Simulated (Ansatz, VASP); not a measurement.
One calculation of KMgF3, two programs

```
K Mg F
1.0
    -4.05516    0.00000    0.00000
     0.00000    0.00000   -4.05516
     0.00000   -8.11031    0.00000
K Mg F
2 2 6
Direct
  0.50000 0.50000 0.75000
  0.50000 0.50000 0.25000
  0.00000 0.00000 0.50000
  0.00000 0.00000 0.00000
  0.50000 0.00000 0.00000
  0.50000 0.00000 0.50000
  0.00000 0.00000 0.75000
  0.00000 0.00000 0.25000
  0.00000 0.50000 0.00000
  0.00000 0.50000 0.50000
```

Alike in both runs: task single point; functional PBE; k mesh 4 × 4 × 2; occupations gaussian, width 0.1 eV; no spin polarisation.

|  | VASP | Ansatz |
| --- | --- | --- |
| version | VASP 6.6.1 | Ansatz 0.2.0 |
| potentials or method | VASP PAW PBE potentials, release 64 (K_sv, Mg, F), cutoff 520 eV | scalar-relativistic, plane waves, PAW |
| valence electrons in the cell | 64 | 80 |

VASP gave:

| Item | Value |
| --- | --- |
| gap on the k mesh at the Fermi level (eV) | 6.92 |
| least direct gap on the mesh (eV) | 7.24 |
| pressure (GPa) | -0.4 |

Question: Which values does Ansatz return?

Answer: gap on the k mesh at the Fermi level (eV): 6.95; least direct gap on the mesh (eV): 7.27; pressure (GPa): 0.0.

VASP's potentials hold 64 valence electrons a cell and Ansatz's 80, so a difference there can come from the potentials and not from the codes.
